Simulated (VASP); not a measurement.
Input of a VASP 6.6.1 run:

INCAR

```
SYSTEM = Mo3H
  ALGO = Normal
  EDIFF = 1E-6
  ENCUT = 520
  GGA = PE
  ISIF = 2
  ISMEAR = 0
  LASPH = .TRUE.
  LCHARG = .TRUE.
  LELF = .TRUE.
  LREAL = .FALSE.
  LVHAR = .TRUE.
  LWAVE = .FALSE.
  NBANDS = 53
  NELM = 60
  PREC = Accurate
  SIGMA = 0.1
```

File KPOINTS:

```
k-points
0
G
  6 6 4
  0 0 0
```

POSCAR

```
Mo3H
1.0
   -3.2040017908      0.0014445754     -0.0009295920
    0.0011182997      0.0004058935     -4.1932807105
   -0.0049434834     -8.3524655694      0.0011495759
H Mo
2 6
Direct
   -0.3746167007      1.0010485249      1.0000584369
   -0.3743329500      0.9993198772      0.5000987227
    1.1248309820      0.5001786532      0.7502244802
    1.1250630661      0.5004441114      0.2502353145
    0.6249611845      0.4986338201      0.5002045021
    0.6248241462      0.4998513611      0.0001410055
    0.6250637736      0.0001552891      0.7494859104
    0.6242064983      0.0003683628      0.2495516277
```

Potentials or basis: VASP PAW PBE potentials, release 64 (H, Mo_sv).

Launch:

```sh
$ cat potpaw_PBE.64/H/POTCAR potpaw_PBE.64/Mo_sv/POTCAR > POTCAR
$ mpirun -np 1 vasp_std > vasp.out
```

(1) Predict the largest force.

(2) Estimate the band gap on the k mesh.

## Answers

(1) 0.012 eV/Å.

(2) zero (bands 43 and 44 overlap by 1.93 eV).
